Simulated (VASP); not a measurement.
# SbTe2O3 (I4/mmm) in VASP: a series of runs

Runs on SbTe2O3. Level: PBE. Tasks: single point, relaxation of cell and atoms.

All numbers are computed with VASP 6.6.1; they aren't measurements. Logs are shortened: lines on timing, memory, paths and dates and some standing lists are left out, and cuts for length are marked.

## Step 1: The cell of the first run

Symmetry: I4/mmm, No. 139, tetragonal system. The conventional cell has a = 4.790 Å, b = 4.790 Å, c = 9.091 Å, α = 90.00°, β = 90.00°, γ = 90.00°. Sb (site symmetry 4/mmm) has 8 O at 2.40 to 3.39 Å and 8 Te at 3.30 Å within 3.4 Å. Within 3.0 Å of Te (site symmetry -4m2) lie 2 O at 2.27 Å. O (site symmetry mmm) has 2 Te at 2.27 Å and 2 Sb at 2.40 Å and 2 O at 2.40 Å within 3.0 Å. O (site symmetry 4/mmm) has 4 O at 2.40 Å and 8 Te at 3.30 Å and 4 Sb at 3.39 Å within 3.4 Å.

The cell was generated, and may not be a known phase.

## Step 2: Single point, PBE

File INCAR:

```
SYSTEM = SbTe2O3
PREC = Accurate ; ENCUT = 520
EDIFF = 1E-7 ; ISMEAR = 0
SIGMA = 0.1 ; LREAL = .False.
LASPH = .True. ; NELM = 80
ALGO = Normal ; ISIF = 2
LWAVE = .False. ; LCHARG = .False.
GGA = PE ; NBANDS = 26
```

File KPOINTS:

```
Automatic mesh
0
Gamma
  4 4 4
  0 0 0
```

File POSCAR:

```
SbTe2O3
1.0
   -2.3951336287      2.3951336287      4.5456253593
    2.3951336287     -2.3951336287      4.5456253593
    2.3951336287      2.3951336287     -4.5456253593
Sb Te O
1 2 3
Direct
    0.5000000000      0.5000000000      0.0000000000
    0.7500000000      0.2500000000      0.5000000000
    0.2500000000      0.7500000000      0.5000000000
    0.5000000000      0.0000000000      0.5000000000
    0.0000000000      0.5000000000      0.5000000000
    0.0000000000      0.0000000000      0.0000000000
```

Potentials or basis: VASP PAW PBE potentials, release 64 (Sb, Te, O).

The run is started by

```
$ cat potpaw_PBE.64/Sb/POTCAR potpaw_PBE.64/Te/POTCAR potpaw_PBE.64/O/POTCAR > POTCAR
$ mpirun -np 1 vasp_std > vasp.out
```

OUTCAR:

```text
SYSTEM = SbTe2O3
   PREC = Accurate
   ENCUT = 520
   EDIFF = 1E-7
   ISMEAR = 0
   LREAL = .False.
   LASPH = .True.
   NELM = 80
   ISIF = 2
   GGA = PE

 ion  position               nearest neighbor table
   1  0.500  0.500  0.000-   4 2.40   5 2.40   4 2.40   5 2.40   3 3.30   2 3.30   2 3.30   3 3.30
                             3 3.30   2 3.30   2 3.30   3 3.30
   2  0.750  0.250  0.500-   4 2.27   5 2.27   1 3.30   1 3.30   1 3.30   1 3.30   3 3.39   3 3.39
                             3 3.39   3 3.39
   3  0.250  0.750  0.500-   4 2.27   5 2.27   1 3.30   1 3.30   1 3.30   1 3.30   2 3.39   2 3.39
                             2 3.39   2 3.39
   4  0.500  0.000  0.500-   2 2.27   3 2.27   1 2.40   1 2.40
   5  0.000  0.500  0.500-   2 2.27   3 2.27   1 2.40   1 2.40
   6  0.000  0.000  0.000-

  LATTYP: Found a body centered tetragonal cell.
 ALAT       =     4.7902672574
 C/A-ratio  =     1.8978587686

  Lattice vectors:

 A1 = (  -2.3951336287,   2.3951336287,   4.5456253593)
 A2 = (   2.3951336287,  -2.3951336287,   4.5456253593)
 A3 = (   2.3951336287,   2.3951336287,  -4.5456253593)

Analysis of symmetry for initial positions (statically):
=====================================================================
 Subroutine PRICEL returns:
 Original cell was already a primitive cell.

 Routine SETGRP: Setting up the symmetry group for a
 body centered tetragonal supercell.

 Subroutine GETGRP returns: Found 16 space group operations
 (whereof 16 operations were pure point group operations)
 out of a pool of 16 trial point group operations.

The static configuration has the point symmetry D_4h.

Analysis of symmetry for dynamics (positions and initial velocities):
=====================================================================
 Subroutine PRICEL returns:
 Original cell was already a primitive cell.

 Routine SETGRP: Setting up the symmetry group for a
 body centered tetragonal supercell.

 Subroutine GETGRP returns: Found 16 space group operations
 (whereof 16 operations were pure point group operations)
 out of a pool of 16 trial point group operations.

The dynamic configuration has the point symmetry D_4h.

 Subroutine INISYM returns: Found 16 space group operations
 (whereof 16 operations are pure point group operations),
 and found     1 'primitive' translations

[... 91 lines left out ...]
   LREAL  =      F    real-space projection
   EDIFFG = 0.1E-05   stopping-criterion for IOM
   NSW    =      0    number of steps for IOM
   IBRION =     -1    ionic relax: 0-MD 1-quasi-New 2-CG
   NFREE  =      0    steps in history (QN), initial steepest desc. (CG)
   ISIF   =      2    stress and relaxation
   ISYM   =      2    0-nonsym 1-usesym 2-fastsym
   POTIM  = 0.5000    time-step for ionic-motion
   TEBEG  =    0.0;   TEEND  =   0.0 temperature during run
   PSTRESS=    0.0 pullay stress
   NELECT =      35.0000    total number of electrons
   NUPDOWN=      -1.0000    fix difference up-down
   EMIN   =  10.00;   EMAX   =-10.00  energy-range for DOS
   EFERMI =   0.00;   METHOD = LEGACY
   ISMEAR =     0;   SIGMA  =   0.10  broadening in eV -4-tet -1-fermi 0-gaus
   EFERMI_NEDOS =   21; number of points for ismear=-14 and -15
   IALGO  =     38    algorithm
   IMIX   =      4    mixing-type and parameters
     AMIX     =   0.40;   BMIX     =  1.00
     AMIX_MAG =   1.60;   BMIX_MAG =  1.00
  volume/ion in A,a.u.               =      17.38       117.32
  Fermi-wavevector in a.u.,A,eV,Ry     =   1.137609  2.149770 17.608047  1.294155
  Thomas-Fermi vector in A             =   2.274314
   LORBIT       =      0    0 simple, 1 ext, 2 COOP (PROOUT), +10 PAW based schemes
   GGA     = PE    functional components
   LHFCALC =     F    Hartree Fock is set to
   AEXX    =    0.0000 exact exchange contribution
   IVDW    =     0    specifies the selected vdW correction
   LEPSILON=     F    determine dielectric tensor
   LRPA    =     F    only Hartree local field effects (RPA)
 non-spin polarized calculation
 Gauss-broadening in eV      SIGMA  =   0.10
  energy-cutoff  :      520.00
  volume of cell :      104.31
 maximum number of plane-waves:      2836
   NGX = 21   NGY = 21   NGZ = 21

 number of electron      35.0000011 magnetization

 Free energy of the ion-electron system (eV)
  ---------------------------------------------------
  ext. energy  EPLUGINS =         0.00000000
  ---------------------------------------------------
  free energy    TOTEN  =       -23.69699555 eV

  energy without entropy =      -23.65609453  energy(sigma->0) =      -23.67654504

 E-fermi :   7.1966     XC(G=0): -10.5208

 val. band max:        7.1845119988   @ k =   0.5000   0.5000   0.2500
 cond. band min:       7.1998467656   @ k =  -0.2500   0.2500   0.2500
 fundamental gap:      0.0153347668
 Fermi energy:         7.1966296595

 k-point     1 :       0.0000    0.0000    0.0000
  band No.  band energies     occupation
      1     -12.2244      2.00000
      2     -11.3218      2.00000
      3      -8.2826      2.00000
      4      -4.6415      2.00000
      5      -3.8367      2.00000
      6      -0.5037      2.00000
[... 366 lines left out ...]
     25      12.4479      0.00000
     26      12.8692      0.00000

------------------------ aborting loop because EDIFF is reached ----------------------------------------

  FORCE on cell =-STRESS in cart. coord.  units (eV):
  Direction    XX          YY          ZZ          XY          YZ          ZX
  --------------------------------------------------------------------------------------
  -------------------------------------------------------------------------------------
  Total       -0.1847207     -0.1847207     -0.1862558      0.0000000     -0.0000000     -0.0000000
  in kB       -2.8373510     -2.8373510     -2.8609296      0.0000000     -0.0000000     -0.0000000
  external PRESSURE =      -2.8452105 kB  Pullay stress =       0.0000000 kB

 VOLUME and BASIS-vectors are now :
 -----------------------------------------------------------------------------
  energy-cutoff  :      520.00
  volume of cell :      104.31
      direct lattice vectors                 reciprocal lattice vectors
    -2.395133629  2.395133629  4.545625359     0.000000000  0.208756620  0.109995866
     2.395133629 -2.395133629  4.545625359     0.208756620  0.000000000  0.109995866
     2.395133629  2.395133629 -4.545625359     0.208756620  0.208756620  0.000000000

 POSITION                                       TOTAL-FORCE (eV/Angst)
 -----------------------------------------------------------------------------------
      0.00000      0.00000      4.54563        -0.000000     -0.000000     -0.000000
      0.00000      2.39513      2.27281         0.000000     -0.000000      0.000000
      2.39513      0.00000      2.27281        -0.000000      0.000000      0.000000
      0.00000      2.39513      0.00000        -0.000000     -0.000000     -0.000000
      2.39513      0.00000      0.00000        -0.000000     -0.000000     -0.000000
      0.00000      0.00000      0.00000        -0.000000     -0.000000     -0.000000
 -----------------------------------------------------------------------------------
    total drift:                                0.000000      0.000000      0.000000

  FREE ENERGIE OF THE ION-ELECTRON SYSTEM (eV)
  ---------------------------------------------------
  free  energy   TOTEN  =       -23.6969955523 eV

  energy  without entropy=      -23.6560945303  energy(sigma->0) =      -23.67654504
```

Wall time 79 s (1 thread of Intel Xeon Platinum 8259CL at 2.50GHz (Skylake/Cascade Lake), shared host); peak memory 0.26 GiB.

Results:

```yaml
Free_energy: -23.6970 eV
Pressure: -0.3 GPa
Band_gap_on_the_k_mesh: zero (an odd number of electrons rules out a gap without spin polarisation)
```

Caveat: the k points lie up to 0.37 Å⁻¹ apart, too coarse for converged energies and pressures of a metal; spin-orbit coupling is left out, which moves the levels of the heavy elements; an odd number of electrons without spin polarisation forces a metal; a magnetic or distorted state may lie lower.

## Step 3: Single point, PBE

This run uses another cell than the first one, of 22.59 Å³/atom.

File INCAR:

```
PREC = Accurate
ENCUT = 520
EDIFF = 1E-6
ISMEAR = 0
SIGMA = 0.1
LREAL = False
LASPH = True
NELM = 80
ALGO = Normal
ISIF = 2
LWAVE = False
LCHARG = False
GGA = PE
NBANDS = 26
```

File KPOINTS:

```
regular mesh
0
Gamma
  4 4 4
```

Changes to POSCAR since step 2:

```diff
@@ -2,5 +2,5 @@
 1.0
-   -2.3951336287      2.3951336287      4.5456253593
-    2.3951336287     -2.3951336287      4.5456253593
-    2.3951336287      2.3951336287     -4.5456253593
+   -3.3102654900      3.3102654900      3.0924663400
+    3.3102654900     -3.3102654900      3.0924663400
+    3.3102654900      3.3102654900     -3.0924663400
 Sb Te O
```

Potentials or basis: VASP PAW PBE potentials, release 64 (Sb, Te, O).

The run is started by

```
$ cat potpaw_PBE.64/Sb/POTCAR potpaw_PBE.64/Te/POTCAR potpaw_PBE.64/O/POTCAR > POTCAR
$ mpirun -np 1 vasp_std > vasp.out
```

OUTCAR:

```text
PREC = Accurate
   ENCUT = 520
   EDIFF = 1E-6
   ISMEAR = 0
   LREAL = False
   LASPH = True
   NELM = 80
   ISIF = 2
   GGA = PE

 ion  position               nearest neighbor table
   1  0.500  0.500  0.000-   3 3.65   2 3.65   2 3.65   3 3.65   2 3.65   3 3.65   3 3.65   2 3.65

   2  0.750  0.250  0.500-   4 1.55   5 1.55   3 3.09   3 3.09   1 3.65   1 3.65   1 3.65   1 3.65

   3  0.250  0.750  0.500-   4 1.55   5 1.55   2 3.09   2 3.09   1 3.65   1 3.65   1 3.65   1 3.65

   4  0.500  0.000  0.500-   2 1.55   3 1.55
[... 573 lines left out ...]
  -------------------------------------------------------------------------------------
  Total       -3.5380403     -3.5380403    170.4229735      0.0000000     -0.0000000      0.0000000
  in kB      -41.8198748    -41.8198748   2014.4110513      0.0000000     -0.0000000      0.0000000
  external PRESSURE =     643.5904339 kB  Pullay stress =       0.0000000 kB

 VOLUME and BASIS-vectors are now :
 -----------------------------------------------------------------------------
  energy-cutoff  :      520.00
  volume of cell :      135.55
      direct lattice vectors                 reciprocal lattice vectors
    -3.310265490  3.310265490  3.092466340     0.000000000  0.151045287  0.161683247
     3.310265490 -3.310265490  3.092466340     0.151045287  0.000000000  0.161683247
     3.310265490  3.310265490 -3.092466340     0.151045287  0.151045287  0.000000000

 POSITION                                       TOTAL-FORCE (eV/Angst)
 -----------------------------------------------------------------------------------
      0.00000      0.00000      3.09247        -0.000000     -0.000000     -0.000000
     -0.00000      3.31027      1.54623         0.000000     -0.000000      0.000000
      3.31027     -0.00000      1.54623         0.000000      0.000000      0.000000
      0.00000      3.31027      0.00000        -0.000000     -0.000000     -0.000000
      3.31027      0.00000      0.00000        -0.000000     -0.000000     -0.000000
      0.00000      0.00000      0.00000        -0.000000     -0.000000     -0.000000
 -----------------------------------------------------------------------------------
    total drift:                               -0.000000      0.000000      0.000000

  FREE ENERGIE OF THE ION-ELECTRON SYSTEM (eV)
  ---------------------------------------------------
  free  energy   TOTEN  =        -2.7496891747 eV

  energy  without entropy=       -2.7097566121  energy(sigma->0) =       -2.72972289
```

Wall time 75 s (1 thread of Intel Xeon Platinum 8259CL at 2.50GHz (Skylake/Cascade Lake), shared host); peak memory 0.27 GiB.

Results:

| Quantity | Value |
| --- | --- |
| Free energy | -2.7497 eV |
| Pressure | 64.4 GPa |
| Band gap on the k mesh | zero (an odd number of electrons rules out a gap without spin polarisation) |

Caveat: the stress differs along the axes, from -4 to 201 GPa; spin-orbit coupling is left out, which moves the levels of the heavy elements; an odd number of electrons without spin polarisation forces a metal; a magnetic or distorted state may lie lower.

## Step 4: Single point, PBE

File INCAR:

```
SYSTEM = SbTe2O3
  PREC = Accurate
  ENCUT = 520
  EDIFF = 1E-6
  ISMEAR = 0
  SIGMA = 0.1
  LREAL = .FALSE.
  LASPH = .TRUE.
  NELM = 100
  ALGO = Normal
  ISIF = 2
  LWAVE = .FALSE.
  LCHARG = .FALSE.
  GGA = PE
  NBANDS = 26
```

File KPOINTS:

```
regular mesh
0
G
  6 6 6
  0 0 0
```

Changes to POSCAR since step 3:

```diff
@@ -2,5 +2,5 @@
 1.0
-   -3.3102654900      3.3102654900      3.0924663400
-    3.3102654900     -3.3102654900      3.0924663400
-    3.3102654900      3.3102654900     -3.0924663400
+   -2.3951336287      2.3951336287      4.5456253593
+    2.3951336287     -2.3951336287      4.5456253593
+    2.3951336287      2.3951336287     -4.5456253593
 Sb Te O
```

The run is started by

```
$ cat potpaw_PBE.64/Sb/POTCAR potpaw_PBE.64/Te/POTCAR potpaw_PBE.64/O/POTCAR > POTCAR
$ mpirun -np 1 vasp_std > vasp.out
```

It took 2.2 min on 1 thread of Intel Xeon Platinum 8259CL at 2.50GHz (Skylake/Cascade Lake), shared host; peak memory 0.29 GiB.

The run converged. Its results:

* Free energy: -23.7345 eV
* Pressure: -0.4 GPa
* Band gap on the k mesh: zero (an odd number of electrons rules out a gap without spin polarisation)

Levels at points of the mesh, in eV from the Fermi level:
```
           k point  band 15  band 16  band 17  band 18  band 19  band 20  band 21  band 22
(0.00, 0.00, 0.00)    -1.71    -0.85     0.36     0.36     1.03     1.07     1.07     4.19
(0.50, 0.00, 0.00)    -1.89    -1.81    -1.17    -0.21     0.36     0.78     1.92     2.62
(0.50, 0.50, 0.00)    -1.54    -1.41    -1.13    -0.39     1.17     1.26     1.39     2.10
(0.50, 0.50, 0.50)    -1.11    -0.25     0.04     0.35     0.35     0.37     0.37     3.99
```

Caveat: spin-orbit coupling is left out, which moves the levels of the heavy elements; an odd number of electrons without spin polarisation forces a metal; a magnetic or distorted state may lie lower.

## Step 5: Relaxation of cell and atoms, PBE

This run uses another cell than the first one, of 22.59 Å³/atom.

File INCAR:

```
SYSTEM = SbTe2O3
  ALGO = Normal
  EDIFF = 1E-6
  EDIFFG = -0.04
  ENCUT = 600
  GGA = PE
  IBRION = 2
  ISIF = 3
  ISMEAR = 0
  LASPH = .True.
  LCHARG = .False.
  LREAL = .False.
  LWAVE = .False.
  NELM = 100
  NSW = 90
  PREC = Accurate
  SIGMA = 0.1
```

File KPOINTS:

```
k-points
0
Gamma
  4 4 4
  0 0 0
```

Changes to POSCAR since step 4:

```diff
@@ -2,5 +2,5 @@
 1.0
-   -2.3951336287      2.3951336287      4.5456253593
-    2.3951336287     -2.3951336287      4.5456253593
-    2.3951336287      2.3951336287     -4.5456253593
+   -3.3102654900      3.3102654900      3.0924663400
+    3.3102654900     -3.3102654900      3.0924663400
+    3.3102654900      3.3102654900     -3.0924663400
 Sb Te O
```

The run is started by

```
$ cat potpaw_PBE.64/Sb/POTCAR potpaw_PBE.64/Te/POTCAR potpaw_PBE.64/O/POTCAR > POTCAR
$ mpirun -np 1 vasp_std > vasp.out
```

Wall time 26 min (1 thread of Intel Xeon Platinum 8259CL at 2.50GHz (Skylake/Cascade Lake), shared host); peak memory 0.39 GiB.

The run converged. Its results:

- Free energy: -23.4239 eV
- Relaxed volume: 17.12 Å³/atom
- Relaxed cell: a = 5.562 Å, b = 5.562 Å, c = 5.562 Å, α = 128.41°, β = 128.41°, γ = 75.96°
- Space group after relaxing (to 0.1 Å): I4/mmm (No. 139)
- Pressure after relaxing: -0.1 GPa
- Band gap on the k mesh: zero (an odd number of electrons rules out a gap without spin polarisation)

Final structure:
```yaml
crystal:
  lattice:
    - [-2.42051, 2.42051, 4.38427]
    - [2.42051, -2.42051, 4.38427]
    - [2.42051, 2.42051, -4.38427]
  atoms:
    - { symbol: Sb, position: [0.50000, 0.50000, 0.00000] }
    - { symbol: Te, position: [0.75000, 0.25000, 0.50000] }
    - { symbol: Te, position: [0.25000, 0.75000, 0.50000] }
    - { symbol: O, position: [0.50000, 0.00000, 0.50000] }
    - { symbol: O, position: [0.00000, 0.50000, 0.50000] }
    - { symbol: O, position: [0.00000, 0.00000, 0.00000] }
```

Levels at points of the mesh, in eV from the Fermi level:
```tsv
k point	band 15	band 16	band 17	band 18	band 19	band 20	band 21
(0.00, 0.00, 0.00)	-1.63	-0.66	0.53	0.53	1.25	1.25	1.72
(0.50, 0.00, 0.00)	-1.64	-1.56	-0.88	0.15	0.52	0.93	2.19
(0.50, 0.50, 0.00)	-1.21	-1.20	-1.12	-0.08	1.12	1.31	1.71
(0.50, 0.50, 0.50)	-0.81	0.25	0.32	0.32	0.54	0.54	0.56
```

Caveat: the volume moved by over 15 % at a fixed basis, so the end points are rough; spin-orbit coupling is left out, which moves the levels of the heavy elements; an odd number of electrons without spin polarisation forces a metal; a magnetic or distorted state may lie lower.

## Step 6: Summary

```tsv
task	cell	k mesh	cutoff (eV)	gap on the mesh (eV)	pressure (GPa)
single point	a = 5.669 Å, angles 130.0, 130.0, 73.4°, 6 atoms	4 × 4 × 4	520	none	-0.3
single point	a = 5.611 Å, angles 107.7, 107.7, 113.1°, 6 atoms	4 × 4 × 4	520	none	64.4
single point	a = 5.669 Å, angles 130.0, 130.0, 73.4°, 6 atoms	6 × 6 × 6	520	none	-0.4
relaxation of cell and atoms	relaxed from a = 5.611 Å, angles 107.7, 107.7, 113.1°, 6 atoms	4 × 4 × 4	600	none	-0.1
```

Alike in all rows: level PBE; potentials or basis VASP PAW PBE potentials, release 64 (Sb, Te, O); no spin polarisation; smearing gaussian 0.1 eV.

Caveats: some runs use coarse meshes; spin-orbit coupling is left out, which moves the levels of the heavy elements; an odd number of electrons without spin polarisation forces a metal; a magnetic or distorted state may lie lower; the stress differs along the axes, from -4 to 201 GPa (at least some runs); the volume moved by over 15 % at a fixed basis, so the end points are rough (at least some runs).

Absolute energies hang on the potentials; compare differences alone.

The gap in the log of VASP goes by the Fermi energy; the results here count the filled bands.